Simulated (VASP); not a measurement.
# Pb (Fm-3m) in VASP: further runs, part 2 of 2

VASP 6.6.1. Earlier steps stand in the parts before.

### 3 Single point, r2SCAN

This run uses another cell than the first one, of 31.17 Å³/atom.

File POSCAR:

```
Pb
1.0
    0.0000000000      2.4977703263      2.4977703263
    2.4977703263      0.0000000000      2.4977703263
    2.4977703263      2.4977703263      0.0000000000
Pb
1
Direct
    0.0000000000      0.0000000000      0.0000000000
```

File INCAR.step1:

```
PREC = Accurate ; ENCUT = 520
ISMEAR = 0 ; SIGMA = 0.1
LREAL = False ; LASPH = True
NELM = 100 ; NBANDS = 13
GGA = PE ; ALGO = Normal
EDIFF = 1E-4 ; LWAVE = True
LCHARG = False
```

File INCAR.step2:

```
PREC = Accurate ; ENCUT = 520
EDIFF = 1E-6 ; ISMEAR = 0
SIGMA = 0.1 ; LREAL = False
LASPH = True ; NELM = 100
ALGO = Normal ; ISIF = 2
LWAVE = False ; LCHARG = False
METAGGA = R2SCAN ; LMIXTAU = True
NBANDS = 13 ; ISTART = 1
```

File KPOINTS:

```
regular mesh
0
Gamma
  14 14 14
```

Potentials or basis: VASP PAW PBE potentials, release 64 (Pb_d).

The run is started by

```sh
cat potpaw_PBE.64/Pb_d/POTCAR > POTCAR
cp INCAR.step1 INCAR
mpirun -np 1 vasp_std > vasp.out
cp INCAR.step2 INCAR
mpirun -np 1 vasp_std > vasp.out
```

OUTCAR:

```text
PREC = Accurate
   ENCUT = 520
   EDIFF = 1E-6
   ISMEAR = 0
   LREAL = False
   LASPH = True
   NELM = 100
   ISIF = 2
   METAGGA = R2SCAN
   ISTART = 1

 ion  position               nearest neighbor table
   1  0.000  0.000  0.000-

  LATTYP: Found a face centered cubic cell.
 ALAT       =     4.9955406526

  Lattice vectors:

 A1 = (   0.0000000000,   2.4977703263,   2.4977703263)
 A2 = (   2.4977703263,   0.0000000000,   2.4977703263)
 A3 = (   2.4977703263,   2.4977703263,   0.0000000000)

Analysis of symmetry for initial positions (statically):
=====================================================================
 Subroutine PRICEL returns:
 Original cell was already a primitive cell.

 Routine SETGRP: Setting up the symmetry group for a
 face centered cubic supercell.

 Subroutine GETGRP returns: Found 48 space group operations
 (whereof 48 operations were pure point group operations)
 out of a pool of 48 trial point group operations.

The static configuration has the point symmetry O_h .

Analysis of symmetry for dynamics (positions and initial velocities):
=====================================================================
 Subroutine PRICEL returns:
 Original cell was already a primitive cell.

 Routine SETGRP: Setting up the symmetry group for a
 face centered cubic supercell.

 Subroutine GETGRP returns: Found 48 space group operations
 (whereof 48 operations were pure point group operations)
 out of a pool of 48 trial point group operations.

The dynamic configuration has the point symmetry O_h .

 Subroutine INISYM returns: Found 48 space group operations
 (whereof 48 operations are pure point group operations),
 and found     1 'primitive' translations

----------------------------------------------------------------------------------------

                                     Primitive cell

  volume of cell :      31.1665

  direct lattice vectors                    reciprocal lattice vectors
     0.000000000  2.497770326  2.497770326    -0.200178533  0.200178533  0.200178533
     2.497770326  0.000000000  2.497770326     0.200178533 -0.200178533  0.200178533
     2.497770326  2.497770326  0.000000000     0.200178533  0.200178533 -0.200178533

  length of vectors
     3.532380671  3.532380671  3.532380671     0.346719390  0.346719390  0.346719390

  position of ions in fractional coordinates (direct lattice)
     0.000000000  0.000000000  0.000000000

  ion indices of the primitive-cell ions
   primitive index   ion index
                 1           1

----------------------------------------------------------------------------------------

 KPOINTS: regular mesh

Automatic generation of k-mesh.
 Grid dimensions read from file:
 generate k-points for:   14   14   14

 Generating k-lattice:

  Cartesian coordinates                     Fractional coordinates (reciprocal lattice)
    -0.014298467  0.014298467  0.014298467     0.071428571  0.000000000  0.000000000
     0.014298467 -0.014298467  0.014298467     0.000000000  0.071428571  0.000000000
     0.014298467  0.014298467 -0.014298467     0.000000000  0.000000000  0.071428571

  Length of vectors
     0.024765671  0.024765671  0.024765671

  Shift w.r.t. Gamma in fractional coordinates (k-lattice)
     0.000000000  0.000000000  0.000000000

 Subroutine IBZKPT returns following result:
 ===========================================

 Found    104 irreducible k-points:

 Following reciprocal coordinates:
            Coordinates               Weight
  0.000000  0.000000  0.000000      1.000000
  0.071429  0.000000  0.000000      8.000000
  0.142857  0.000000  0.000000      8.000000
  0.214286  0.000000  0.000000      8.000000
  0.285714  0.000000  0.000000      8.000000
  0.357143  0.000000  0.000000      8.000000
[... 16 lines left out ...]
  0.214286  0.142857  0.000000     24.000000
  0.285714  0.142857  0.000000     24.000000
 [... further k-points ...]
   k-points           NKPTS =    104   k-points in BZ     NKDIM =    104   number of bands    NBANDS=     13
   number of dos      NEDOS =    301   number of ions     NIONS =      1
   total plane-waves  NPLWV =  21952
   dimension x,y,z NGX =    28 NGY =   28 NGZ =   28
   dimension x,y,z NGXF=    56 NGYF=   56 NGZF=   56
   ions per type =               1
   NGX,Y,Z   is equivalent  to a cutoff of  13.18, 13.18, 13.18 a.u.
   NGXF,Y,Z  is equivalent  to a cutoff of  26.36, 26.36, 26.36 a.u.
 SYSTEM =  unknown system
   PREC   = accura    normal or accurate (medium, high low for compatibility)
   ISTART =      1    job   : 0-new  1-cont  2-samecut
   ICHARG =      0    charge: 1-file 2-atom 10-const
   ISPIN  =      1    spin polarized calculation?
   LNONCOLLINEAR =      F non collinear calculations
   LSORBIT =      F    spin-orbit coupling
   LASPH  =      T    aspherical Exc in radial PAW
   ENCUT  =  520.0 eV  38.22 Ry    6.18 a.u.   6.57  6.57  6.57*2*pi/ulx,y,z
   NELM   =    100;   NELMIN=  2; NELMDL=  0     # of ELM steps
   EDIFF  = 0.1E-05   stopping-criterion for ELM
   LREAL  =      F    real-space projection
[... 7 lines left out ...]
   TEBEG  =    0.0;   TEEND  =   0.0 temperature during run
   PSTRESS=    0.0 pullay stress
   NELECT =      14.0000    total number of electrons
   NUPDOWN=      -1.0000    fix difference up-down
   EMIN   =  10.00;   EMAX   =-10.00  energy-range for DOS
   EFERMI =   0.00;   METHOD = LEGACY
   ISMEAR =     0;   SIGMA  =   0.10  broadening in eV -4-tet -1-fermi 0-gaus
   EFERMI_NEDOS =   21; number of points for ismear=-14 and -15
   IALGO  =     38    algorithm
   IMIX   =      4    mixing-type and parameters
     AMIX     =   0.40;   BMIX     =  1.00
     AMIX_MAG =   1.60;   BMIX_MAG =  1.00
  volume/ion in A,a.u.               =      31.17       210.32
  Fermi-wavevector in a.u.,A,eV,Ry     =   1.253781  2.369302 21.387906  1.571967
  Thomas-Fermi vector in A             =   2.387617
   LORBIT       =      0    0 simple, 1 ext, 2 COOP (PROOUT), +10 PAW based schemes
   METAGGA = R2SCAN    functional components
   LHFCALC =     F    Hartree Fock is set to
   AEXX    =    0.0000 exact exchange contribution
   IVDW    =     0    specifies the selected vdW correction
   LEPSILON=     F    determine dielectric tensor
   LRPA    =     F    only Hartree local field effects (RPA)
 non-spin polarized calculation
 Gauss-broadening in eV      SIGMA  =   0.10
  energy-cutoff  :      520.00
  volume of cell :       31.17
 maximum number of plane-waves:       872
 NGX is ok and might be reduce to    28
   NGX = 13   NGY = 13   NGZ = 13

 number of electron      14.0000001 magnetization

 Free energy of the ion-electron system (eV)
  ---------------------------------------------------
  ext. energy  EPLUGINS =         0.00000000
  ---------------------------------------------------
  free energy    TOTEN  =       -56.28421262 eV

  energy without entropy =      -56.28178888  energy(sigma->0) =      -56.28300075

 E-fermi :   6.9516     XC(G=0): -10.7769

 val. band max:        6.8284464640   @ k =   0.3571   0.1429   0.0714
 cond. band min:       6.9555993114   @ k =   0.3571   0.2143   0.0000
 fundamental gap:      0.1271528473
 Fermi energy:         6.9515823005

 k-point     1 :       0.0000    0.0000    0.0000
  band No.  band energies     occupation
      1     -10.7842      2.00000
      2     -10.7842      2.00000
      3     -10.7842      2.00000
      4     -10.6481      2.00000
      5     -10.6481      2.00000
      6      -5.1870      2.00000
      7      14.4258      0.00000
      8      14.4258      0.00000
      9      14.4258      0.00000
     10      17.3188      0.00000
     11      18.8487      0.00000
     12      19.8206      0.00000
     13      19.8206      0.00000

 k-point     2 :       0.0714    0.0000    0.0000
  band No.  band energies     occupation
      1     -10.7843      2.00000
      2     -10.7769      2.00000
      3     -10.7769      2.00000
      4     -10.6485      2.00000
      5     -10.6485      2.00000
      6      -5.0867      2.00000
      7      13.2531      0.00000
      8      14.2995      0.00000
      9      14.2995      0.00000
     10      17.0337      0.00000
     11      19.3641      0.00000
[... 339 lines left out ...]
 k-point    24 :       0.2857    0.1429    0.0000
  band No.  band energies     occupation
      1     -10.8242      2.00000
      2     -10.7273      2.00000
      3     -10.6996      2.00000
      4     -10.6580      2.00000
      5     -10.5791      2.00000
      6      -3.7274      2.00000
      7       8.1939      0.00000
      8      11.7228      0.00000
      9      11.9653      0.00000
     10      15.8479      0.00000
     11      17.4377      0.00000
     12      21.1515      0.00000
     13      22.0043      0.00000

 [... further k-points ...]
[... 5 lines left out ...]
  --------------------------------------------------------------------------------------
  -------------------------------------------------------------------------------------
  Total       -0.0026728     -0.0026728     -0.0026728      0.0000000      0.0000000     -0.0000000
  in kB       -0.1374028     -0.1374028     -0.1374028      0.0000000      0.0000000     -0.0000000
  external PRESSURE =      -0.1374028 kB  Pullay stress =       0.0000000 kB

 VOLUME and BASIS-vectors are now :
 -----------------------------------------------------------------------------
  energy-cutoff  :      520.00
  volume of cell :       31.17
      direct lattice vectors                 reciprocal lattice vectors
     0.000000000  2.497770326  2.497770326    -0.200178533  0.200178533  0.200178533
     2.497770326  0.000000000  2.497770326     0.200178533 -0.200178533  0.200178533
     2.497770326  2.497770326  0.000000000     0.200178533  0.200178533 -0.200178533

 POSITION                                       TOTAL-FORCE (eV/Angst)
 -----------------------------------------------------------------------------------
      0.00000      0.00000      0.00000         0.000000      0.000000     -0.000000
 -----------------------------------------------------------------------------------
    total drift:                               -0.000000     -0.000000      0.000000

  FREE ENERGIE OF THE ION-ELECTRON SYSTEM (eV)
  ---------------------------------------------------
  free  energy   TOTEN  =       -56.2842126155 eV

  energy  without entropy=      -56.2817888831  energy(sigma->0) =      -56.28300075
```

Wall time 6.4 min (1 thread of AMD EPYC 7R13, shared host); peak memory 0.16 GiB.

What came out:

```yaml
Free_energy: -56.2842 eV
Pressure: 0.0 GPa
Band_gap_on_the_k_mesh: zero (bands 7 and 8 overlap by 9.04 eV)
```

Levels at points of the mesh, in eV from the Fermi level:
```tsv
k point	band 3	band 4	band 5	band 6	band 7	band 8	band 9	band 10	band 11	band 12
(0.00, 0.00, 0.00)	-17.74	-17.60	-17.60	-12.14	7.47	7.47	7.47	10.37	11.90	12.87
(0.50, 0.00, 0.00)	-17.73	-17.47	-17.47	-8.49	-4.27	5.61	5.61	9.78	9.91	11.60
(0.50, 0.50, 0.00)	-17.48	-17.43	-17.43	-7.05	-3.38	2.06	2.06	5.80	6.91	19.11
```

Caveat: the PAW data sets were made with another functional, which shifts forces and pressure a little; spin-orbit coupling is left out, which moves the levels of the heavy elements.

### 4 Relaxation of cell and atoms, r2SCAN

File POSCAR:

```
Pb
1.0
    0.0000000000      2.4947547435      2.4947547435
    2.4947547435      0.0000000000      2.4947547435
    2.4947547435      2.4947547435      0.0000000000
Pb
1
Direct
    0.0000000000      0.0000000000      0.0000000000
```

File INCAR.step1:

```
SYSTEM = Pb
PREC     = Accurate       ! precision mode
ENCUT    = 600            ! plane-wave cutoff, eV
ISMEAR   = 0              ! smearing method
SIGMA    = 0.1            ! smearing width, eV
LREAL    = .FALSE.        ! projectors in reciprocal space
LASPH    = .TRUE.         ! aspherical terms in the spheres
NELM     = 80             ! most SCF steps
GGA      = PE             ! functional
ALGO     = Normal         ! electronic algorithm
EDIFF    = 1E-4           ! SCF threshold, eV
LWAVE    = .TRUE.         ! write WAVECAR
LCHARG   = .FALSE.        ! write CHGCAR
```

File INCAR.step2:

```
SYSTEM = Pb
PREC     = Accurate       ! precision mode
ENCUT    = 600            ! plane-wave cutoff, eV
EDIFF    = 1E-7           ! SCF threshold, eV
ISMEAR   = 0              ! smearing method
SIGMA    = 0.1            ! smearing width, eV
LREAL    = .FALSE.        ! projectors in reciprocal space
LASPH    = .TRUE.         ! aspherical terms in the spheres
NELM     = 80             ! most SCF steps
ALGO     = Normal         ! electronic algorithm
ISIF     = 3              ! what is computed and relaxed
LWAVE    = .FALSE.        ! write WAVECAR
LCHARG   = .FALSE.        ! write CHGCAR
METAGGA  = R2SCAN         ! meta-GGA
LMIXTAU  = .TRUE.       
IBRION   = 2              ! ionic algorithm
NSW      = 100            ! ionic steps
EDIFFG   = -0.01          ! ionic threshold
ISTART   = 1
```

File KPOINTS:

```
Automatic mesh
0
G
  14 14 14
  0 0 0
```

Potentials or basis: VASP PAW PBE potentials, release 64 (Pb_d).

The run is started by

```sh
cat potpaw_PBE.64/Pb_d/POTCAR > POTCAR
cp INCAR.step1 INCAR
mpirun -np 1 vasp_std > vasp.out
cp INCAR.step2 INCAR
mpirun -np 1 vasp_std > vasp.out
```

OUTCAR:

```text
SYSTEM = Pb
   PREC = Accurate
   ENCUT = 600
   EDIFF = 1E-7
   ISMEAR = 0
   LREAL = .FALSE.
   LASPH = .TRUE.
   NELM = 80
   ISIF = 3
   METAGGA = R2SCAN
   IBRION = 2
   NSW = 100
   EDIFFG = -0.01
   ISTART = 1

 ion  position               nearest neighbor table
   1  0.000  0.000  0.000-

  LATTYP: Found a face centered cubic cell.
 ALAT       =     4.9895094870

  Lattice vectors:

 A1 = (   0.0000000000,   2.4947547435,   2.4947547435)
 A2 = (   2.4947547435,   0.0000000000,   2.4947547435)
 A3 = (   2.4947547435,   2.4947547435,   0.0000000000)

Analysis of symmetry for initial positions (statically):
=====================================================================
[... 250 lines left out ...]

 E-fermi :   6.9391     XC(G=0): -10.7717

 val. band max:        6.8157276228   @ k =   0.3571   0.1429   0.0714
 cond. band min:       6.9422062289   @ k =   0.3571   0.2143   0.0000
 fundamental gap:      0.1264786060
 Fermi energy:         6.9390912244

 k-point     1 :       0.0000    0.0000    0.0000
  band No.  band energies     occupation
      1     -10.7952      2.00000
      2     -10.7952      2.00000
      3     -10.7952      2.00000
      4     -10.6595      2.00000
      5     -10.6595      2.00000
      6      -5.1918      2.00000
      7      14.4058      0.00000
      8      14.4058      0.00000
      9      14.4058      0.00000
     10      17.3059      0.00000
     11      18.8225      0.00000
[... 309 lines left out ...]
 k-point    24 :       0.2857    0.1429    0.0000
  band No.  band energies     occupation
      1     -10.8350      2.00000
      2     -10.7385      2.00000
      3     -10.7109      2.00000
      4     -10.6694      2.00000
      5     -10.5908      2.00000
      6      -3.7339      2.00000
      7       8.1795      0.00000
      8      11.7065      0.00000
      9      11.9477      0.00000
     10      15.8331      0.00000
     11      17.4211      0.00000

 [... further k-points ...]
[... 5 lines left out ...]
  --------------------------------------------------------------------------------------
  -------------------------------------------------------------------------------------
  Total        0.0007523      0.0007523      0.0007523      0.0000000     -0.0000000      0.0000000
  in kB        0.0386350      0.0386350      0.0386350      0.0000000     -0.0000000      0.0000000
  external PRESSURE =       0.0386350 kB  Pullay stress =       0.0000000 kB
[... 16 lines left out ...]
  FREE ENERGIE OF THE ION-ELECTRON SYSTEM (eV)
  ---------------------------------------------------
  free  energy   TOTEN  =       -56.2841349219 eV

  energy  without entropy=      -56.2817041630  energy(sigma->0) =      -56.28291954

 reached required accuracy - stopping structural energy minimisation
```

OUTCAR.step1:

```text
SYSTEM = Pb
   PREC = Accurate
   ENCUT = 600
   ISMEAR = 0
   LREAL = .FALSE.
   LASPH = .TRUE.
   NELM = 80
[... 552 lines left out ...]
 -----------------------------------------------------------------------------------
      0.00000      0.00000      0.00000         0.000000     -0.000000      0.000000
 -----------------------------------------------------------------------------------
    total drift:                               -0.000000     -0.000000     -0.000000

  FREE ENERGIE OF THE ION-ELECTRON SYSTEM (eV)
  ---------------------------------------------------
  free  energy   TOTEN  =        -3.5649967203 eV

  energy  without entropy=       -3.5627535784  energy(sigma->0) =       -3.56387515
```

Run time: 16 min. Hardware: 1 thread of AMD EPYC 7R13, shared host; peak memory 0.17 GiB.

Results:

```yaml
Free_energy: -56.2841 eV
Relaxed_volume: 31.20 Å³/atom
Relaxed_cell: a = 3.534 Å, b = 3.534 Å, c = 3.534 Å, α = 60.00°, β = 60.00°, γ = 60.00°
Space_group_after_relaxing_to_0.1_Å: Fm-3m (No. 225)
Energy_gained_by_relaxing: 0.1 meV/atom
Ionic_steps: 3
Pressure_after_relaxing: 0.0 GPa
Band_gap_on_the_k_mesh: zero (bands 7 and 8 overlap by 9.03 eV)
```

Final structure:
```
Pb
1.0
     0.00000    2.49865    2.49865
     2.49865    0.00000    2.49865
     2.49865    2.49865    0.00000
Pb
1
Direct
  0.00000 0.00000 0.00000
```

Levels at points of the mesh, in eV from the Fermi level:
```
           k point  band 3  band 4  band 5  band 6  band 7  band 8  band 9  band 10  band 11
(0.00, 0.00, 0.00)  -17.73  -17.60  -17.60  -12.13    7.47    7.47    7.47    10.37    11.88
(0.50, 0.00, 0.00)  -17.72  -17.47  -17.47   -8.48   -4.27    5.60    5.60     9.77     9.91
(0.50, 0.50, 0.00)  -17.48  -17.43  -17.43   -7.05   -3.37    2.06    2.06     5.80     6.90
```

Caveat: the PAW data sets were made with another functional, which shifts forces and pressure a little; spin-orbit coupling is left out, which moves the levels of the heavy elements.

### 5 The runs side by side

| task | cell | k mesh | cutoff (eV) | gap on the mesh (eV) | pressure (GPa) |
| --- | --- | --- | --- | --- | --- |
| single point | a = 3.528 Å, angles 60.0°, 1 atom | 6 × 6 × 6 | 520 | none | 0.9 |
| single point | a = 3.532 Å, angles 60.0°, 1 atom | 14 × 14 × 14 | 520 | none | 0.0 |
| relaxation of cell and atoms | relaxed from a = 3.528 Å, angles 60.0°, 1 atom | 14 × 14 × 14 | 600 | none | 0.0 |

Alike in all rows: level r2SCAN; potentials or basis VASP PAW PBE potentials, release 64 (Pb_d); no spin polarisation; smearing gaussian 0.1 eV.

Caveats: some runs use coarse meshes; the PAW data sets were made with another functional, which shifts forces and pressure a little; spin-orbit coupling is left out, which moves the levels of the heavy elements.

Total energies depend on the potentials used, so only differences within one code and one set of settings carry meaning.

The gap in the log of VASP goes by the Fermi energy; the results here count the filled bands.